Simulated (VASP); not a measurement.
# Mg (I4/mmm) in VASP: further runs, part 2 of 2

VASP 6.6.1.

### Step 3. Single point, PBEsol

INCAR reads:

```
SYSTEM = Mg
PREC = Accurate ; ENCUT = 520
EDIFF = 1E-7 ; ISMEAR = 0
SIGMA = 0.15 ; LREAL = .False.
LASPH = .True. ; NELM = 100
ALGO = Fast ; ISIF = 2
LWAVE = .False. ; LCHARG = .False.
GGA = PS ; NBANDS = 7
```

KPOINTS reads:

```
regular mesh
0
Gamma
  26 26 26
  0 0 0
```

POSCAR reads:

```
Mg
1.0
   -1.9319057436      1.9319057436      1.5068864800
    1.9319057436     -1.9319057436      1.5068864800
    1.9319057436      1.9319057436     -1.5068864800
Mg
1
Direct
    0.0000000000      0.0000000000      0.0000000000
```

Potentials or basis: VASP PAW PBE potentials, release 64 (Mg).

Command:

```bash
cat potpaw_PBE.64/Mg/POTCAR > POTCAR
mpirun -np 1 vasp_std > vasp.out
```

It took 72 s on 1 thread of AMD EPYC 9R45 (Zen 5), shared host; peak memory 0.3 GiB.

The run converged. Its results:

```
Free energy            : -1.6640 eV
Pressure               : 1.1 GPa
Band gap on the k mesh : zero (bands 1 and 2 overlap by 4.53 eV)
```

Stress tensor (GPa, compression positive):
```
-0.75  0.00  0.00
 0.00 -0.75  0.00
 0.00  0.00  4.82
```

Levels at points of the mesh, in eV from the Fermi level:
| k point | band 1 | band 2 | band 3 | band 4 | band 5 | band 6 |
| --- | --- | --- | --- | --- | --- | --- |
| (0.00, 0.00, 0.00) | -6.99 | 10.17 | 12.28 | 12.28 | 12.55 | 15.76 |
| (0.50, 0.00, 0.00) | -0.95 | -0.05 | 7.61 | 8.57 | 9.09 | 11.17 |
| (0.50, 0.50, 0.00) | -2.12 | -2.00 | 12.48 | 12.69 | 13.17 | 14.30 |
| (0.50, 0.50, 0.50) | 2.18 | 2.18 | 2.97 | 3.41 | 8.63 | 10.19 |

Caveat: the stress differs along the axes, from -1 to 5 GPa; the PAW data sets were made with another functional, which shifts forces and pressure a little.

### Step 4. Single point, PBEsol

INCAR reads:

```
SYSTEM = Mg
PREC = Accurate
ENCUT = 520
EDIFF = 1E-6
ISMEAR = 0
SIGMA = 0.15
LREAL = .FALSE.
LASPH = .TRUE.
NELM = 100
ALGO = Fast
ISIF = 2
LWAVE = .FALSE.
LCHARG = .TRUE.
GGA = PS
LELF = .TRUE.
LVHAR = .TRUE.
NBANDS = 7
```

KPOINTS reads:

```
regular mesh
0
G
  26 26 26
  0 0 0
```

POSCAR reads:

```
Mg
1.0
   -1.6294324105      1.6294324105      2.1182621336
    1.6294324105     -1.6294324105      2.1182621336
    1.6294324105      1.6294324105     -2.1182621336
Mg
1
Direct
    0.0000000000      0.0000000000      0.0000000000
```

Potentials or basis: VASP PAW PBE potentials, release 64 (Mg).

Command:

```bash
cat potpaw_PBE.64/Mg/POTCAR > POTCAR
mpirun -np 1 vasp_std > vasp.out
```

OUTCAR:

```text
SYSTEM = Mg
   PREC = Accurate
   ENCUT = 520
   EDIFF = 1E-6
   ISMEAR = 0
   LREAL = .FALSE.
   LASPH = .TRUE.
   NELM = 100
   ISIF = 2
   GGA = PS

 ion  position               nearest neighbor table
   1  0.000  0.000  0.000-

  LATTYP: Found a body centered tetragonal cell.
 ALAT       =     3.2588648210
 C/A-ratio  =     1.3000000000

  Lattice vectors:

 A1 = (  -1.6294324105,   1.6294324105,   2.1182621336)
 A2 = (   1.6294324105,  -1.6294324105,   2.1182621336)
 A3 = (   1.6294324105,   1.6294324105,  -2.1182621336)
[... 420 lines left out ...]

 [... further k-points ...]

------------------------ aborting loop because EDIFF is reached ----------------------------------------

  FORCE on cell =-STRESS in cart. coord.  units (eV):
  Direction    XX          YY          ZZ          XY          YZ          ZX
  --------------------------------------------------------------------------------------
  -------------------------------------------------------------------------------------
  Total        0.0085037      0.0085037      0.0821393      0.0000000      0.0000000      0.0000000
  in kB        0.6056277      0.6056277      5.8499103      0.0000000      0.0000000      0.0000000
  external PRESSURE =       2.3537219 kB  Pullay stress =       0.0000000 kB

 VOLUME and BASIS-vectors are now :
 -----------------------------------------------------------------------------
  energy-cutoff  :      520.00
  volume of cell :       22.50
      direct lattice vectors                 reciprocal lattice vectors
    -1.629432410  1.629432410  2.118262134     0.000000000  0.306855318  0.236042552
     1.629432410 -1.629432410  2.118262134     0.306855318  0.000000000  0.236042552
     1.629432410  1.629432410 -2.118262134     0.306855318  0.306855318  0.000000000

 POSITION                                       TOTAL-FORCE (eV/Angst)
 -----------------------------------------------------------------------------------
      0.00000      0.00000      0.00000         0.000000     -0.000000     -0.000000
 -----------------------------------------------------------------------------------
    total drift:                               -0.000000      0.000000      0.000000

  FREE ENERGIE OF THE ION-ELECTRON SYSTEM (eV)
  ---------------------------------------------------
  free  energy   TOTEN  =        -1.7105324672 eV

  energy  without entropy=       -1.7057750387  energy(sigma->0) =       -1.70815375
```

OSZICAR:

```text
N       E                     dE             d eps       ncg     rms          rms(c)
DAV:   1    -0.103579578694E+01   -0.10358E+01   -0.76065E+02 20314   0.191E+02
DAV:   2    -0.171840834949E+01   -0.68261E+00   -0.65720E+00 24556   0.113E+01
DAV:   3    -0.172089312654E+01   -0.24848E-02   -0.24835E-02 24626   0.775E-01
DAV:   4    -0.172089703334E+01   -0.39068E-05   -0.39071E-05 27013   0.218E-02
DAV:   5    -0.172089704123E+01   -0.78875E-08   -0.78087E-08 24731   0.616E-04    0.658E-01
RMM:   6    -0.171536761462E+01    0.55294E-02   -0.25599E-04 18632   0.988E-02    0.418E-01
RMM:   7    -0.171052490730E+01    0.48427E-02   -0.10936E-03 20216   0.193E-01    0.220E-02
RMM:   8    -0.171053227018E+01   -0.73629E-05   -0.41180E-05 20202   0.405E-02    0.493E-03
RMM:   9    -0.171053246725E+01   -0.19707E-06   -0.27410E-06 20724   0.991E-03
   1 F= -.17105325E+01 E0= -.17081538E+01  d E =-.475743E-02
```

stdout:

```text
POSCAR found type information on POSCAR Mg
 POSCAR found :  1 types and       1 ions
 scaLAPACK will be used
 -----------------------------------------------------------------------------
|                                                                             |
|                                                                             |
|     You enforced a specific xc type in the INCAR file but a different       |
|     I HOPE YOU KNOW WHAT YOU ARE DOING!                                     |
|                                                                             |
 -----------------------------------------------------------------------------

 LDA part: xc-table for (Slater+PW92), standard interpolation
 POSCAR, INCAR and KPOINTS ok, starting setup
 FFT: planning ... GRIDC
 FFT: planning ... GRID_SOFT
 FFT: planning ... GRID
 WAVECAR not read
 entering main loop
```

Run time: 68 s. Hardware: 1 thread of AMD EPYC 9R45 (Zen 5), shared host; peak memory 0.3 GiB.

What came out:

| Item | Value |
| --- | --- |
| Free energy | -1.7105 eV |
| Pressure | 0.2 GPa |
| Band gap on the k mesh | zero (bands 1 and 2 overlap by 2.76 eV) |

Levels at points of the mesh, in eV from the Fermi level:
| k point | band 1 | band 2 | band 3 | band 4 | band 5 |
| --- | --- | --- | --- | --- | --- |
| (0.00, 0.00, 0.00) | -7.00 | 12.36 | 12.36 | 12.94 | 14.47 |
| (0.50, 0.00, 0.00) | -1.72 | -1.25 | 10.62 | 11.46 | 11.95 |
| (0.50, 0.50, 0.00) | -0.57 | 0.40 | 6.51 | 7.40 | 7.68 |
| (0.50, 0.50, 0.50) | 0.57 | 1.67 | 5.56 | 6.22 | 6.22 |

Caveat: the PAW data sets were made with another functional, which shifts forces and pressure a little.

### Step 5. The runs side by side

| cell | further INCAR settings | gap on the mesh (eV) | pressure (GPa) |
| --- | --- | --- | --- |
| a = 3.104 Å, angles 114.7, 114.7, 99.4°, 1 atom | ALGO = Fast; EDIFF = 1e-07; NBANDS = 7 | none | 0.1 |
| a = 3.120 Å, angles 103.5, 103.5, 122.2°, 1 atom | ALGO = Fast; EDIFF = 1e-07; NBANDS = 7 | none | 1.1 |
| a = 3.130 Å, angles 117.3, 117.3, 94.8°, 1 atom | ALGO = Fast; EDIFF = 1e-06; NBANDS = 7 | none | 0.2 |

Alike in all rows: task single point; level PBEsol; potentials or basis VASP PAW PBE potentials, release 64 (Mg); no spin polarisation; k mesh 26 × 26 × 26; cutoff (eV) 520; smearing gaussian 0.15 eV.

Caveats: the PAW data sets were made with another functional, which shifts forces and pressure a little; the stress differs along the axes, from -1 to 5 GPa (at least some runs).

Absolute energies hang on the potentials; compare differences alone.
